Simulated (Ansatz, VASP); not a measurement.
# One calculation of TaRu, two programs

The input INCAR:

```
SYSTEM = TaRu
PREC = Accurate ; ENCUT = 520
EDIFF = 1E-6 ; ISMEAR = -1
SIGMA = 0.05 ; LREAL = .False.
LASPH = .True. ; NELM = 100
ALGO = Normal ; ISIF = 2
LWAVE = .False. ; LCHARG = .False.
NBANDS = 20
```

KPOINTS

```
regular mesh
0
Gamma
  11 11 10
  0 0 0
```

POSCAR

```
TaRu
1.0
    3.0530000000      0.0000000000      0.0000000000
    0.0000000000      3.0530000000      0.0000000000
    0.0000000000      0.0000000000      3.3212200000
Ta Ru
1 1
Direct
    0.5000000000      0.5000000000      0.5000000000
    0.0000000000      0.0000000000      0.0000000000
```

Input for Ansatz:

```yaml
crystal:
  lattice:
    - [3.053, 0.0, 0.0]
    - [0.0, 3.053, 0.0]
    - [0.0, 0.0, 3.32122]
  atoms:
    - { symbol: Ta, position: [0.5, 0.5, 0.5] }
    - { symbol: Ru, position: [0.0, 0.0, 0.0] }
kpoints:
  mp_grid: { grid: [11, 11, 10] }
  band_path:
    path:
      - [0.0, 0.0, 0.0]
      - [0.0, 0.5, 0.0]
      - [0.5, 0.5, 0.0]
      - [0.0, 0.0, 0.0]
      - [0.0, 0.0, 0.5]
      - [0.0, 0.5, 0.5]
      - [0.5, 0.5, 0.5]
      - [0.0, 0.0, 0.5]
      - [0.0, 0.5, 0.0]
    npoints: 5
scf:
  occupations: { method: fermi_dirac, width: 0.05 }
hamiltonian:
  xc: lda
  pseudopotentials: { kind: all_electron, lapw: { basis_error: 0.0005 } }
output:
  forces: true
  stress: true
  eigenvalues: true
```

Change from the starting cell: zz strain of -2 %.

Alike in both runs: task single point; functional LDA; k mesh 11 × 11 × 10; occupations fermi-dirac, width 0.05 eV; no spin polarisation.

|  | VASP | Ansatz |
| --- | --- | --- |
| version | VASP 6.6.1 | Ansatz 0.2.0 |
| potentials or method | VASP PAW LDA potentials, release 64 (Ta_pv, Ru_pv), cutoff 520 eV | all-electron LAPW, scalar-relativistic |

|  | VASP | Ansatz | Ansatz less VASP |
| --- | --- | --- | --- |
| pressure (GPa) | -4.6 | -5.5 | -0.86 |
| traceless stress, the component that is largest in VASP (GPa) | 2.06 | 2.19 | +0.135 |

LDA's correlation is that of Perdew and Zunger in VASP and of Perdew and Wang (1992) in Ansatz. Ansatz ran all-electron here, and VASP with PAW potentials.

Spin-orbit coupling is off throughout.
